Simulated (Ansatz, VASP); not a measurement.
Two plane-wave programs on PbSe

```xyz
2
Lattice="0.0628 3.0683 3.0683 3.0683 0.0628 3.0683 3.0683 3.0683 0.0628" Properties=species:S:1:pos:R:3 pbc="T T T"
Pb    0.0000    0.0000    0.0000
Se    3.0997    3.0997    3.0997
```

Change from the starting cell: strained cell.

Alike in both runs: task relaxation of the atoms; functional PBEsol; k mesh 9 × 9 × 9; occupations gaussian, width 0.01 eV; no spin polarisation.

```csv
,VASP,Ansatz
version,VASP 6.6.1,Ansatz 0.2.0
potentials or method,"VASP PAW PBE potentials, release 64 (Pb_d, Se), cutoff 450 eV","scalar-relativistic, plane waves, PAW"
valence electrons in the cell,20,30
```

|  | VASP | Ansatz | Ansatz less VASP |
| --- | --- | --- | --- |
| gap on the k mesh at the Fermi level, each at its own relaxed structure (eV) | 0.44 | 0.44 | +0.002 |

VASP's potentials were made for PBE, not for PBEsol, and Ansatz warns of the same on its side. VASP's potentials hold 20 valence electrons a cell and Ansatz's 30, so a difference there can come from the potentials and not from the codes. Ansatz's warnings: stress scf threshold loose.

Neither program's run includes spin-orbit coupling. Noted on VASP's run: the relaxation stopped at its first step, so nothing moved.
